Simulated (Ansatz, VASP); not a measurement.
Two plane-wave programs on Al

File INCAR:

```
PREC = Accurate ; ENCUT = 520
EDIFF = 1E-6 ; ISMEAR = 0
SIGMA = 0.15 ; LREAL = F
LASPH = T ; NELM = 80
ALGO = Fast ; ISIF = 2
LWAVE = F ; LCHARG = F
GGA = PE ; NBANDS = 8
```

KPOINTS

```
Automatic mesh
0
Gamma
  22 22 22
```

Contents of POSCAR:

```
Al
1.0
    0.0000000000      2.0810232911      1.9145414278
    2.0810232911      0.0000000000      1.9145414278
    2.0810232911      2.0810232911      0.0000000000
Al
1
Direct
    0.0000000000      0.0000000000      0.0000000000
```

Input for Ansatz:

```yaml
crystal:
  lattice:
    - [0.0, 2.0810232911, 1.9145414278]
    - [2.0810232911, 0.0, 1.9145414278]
    - [2.0810232911, 2.0810232911, 0.0]
  atoms:
    - { symbol: Al, position: [0.0, 0.0, 0.0] }
basis:
  ecutwfc: 420
kpoints:
  mp_grid: { grid: [22, 22, 22] }
hamiltonian:
  xc: pbe
scf:
  occupations: { method: gaussian, width: 0.15 }
output:
  forces: true
  stress: true
  eigenvalues: true
  write_density: true
  write_potential: true
  elf: true
  volumetric_format: npy
```

Alike in both runs: task single point; functional PBE; k mesh 22 × 22 × 22; occupations gaussian, width 0.15 eV; no spin polarisation.

|  | VASP | Ansatz |
| --- | --- | --- |
| version | VASP 6.6.1 | Ansatz 0.2.0 |
| potentials or method | VASP PAW PBE potentials, release 64 (Al), cutoff 520 eV | scalar-relativistic, plane waves, PAW |
| valence electrons in the cell | 3 | 3 |

```tsv
	VASP	Ansatz	Ansatz less VASP
gap on the k mesh at the Fermi level (eV)	none	none	-
pressure (GPa)	0.0	0.0	+0.04
traceless stress, the component that is largest in VASP (GPa)	2.95	2.95	+0.004
```

A gap of «none» marks a metal or a gap that the smearing closes.
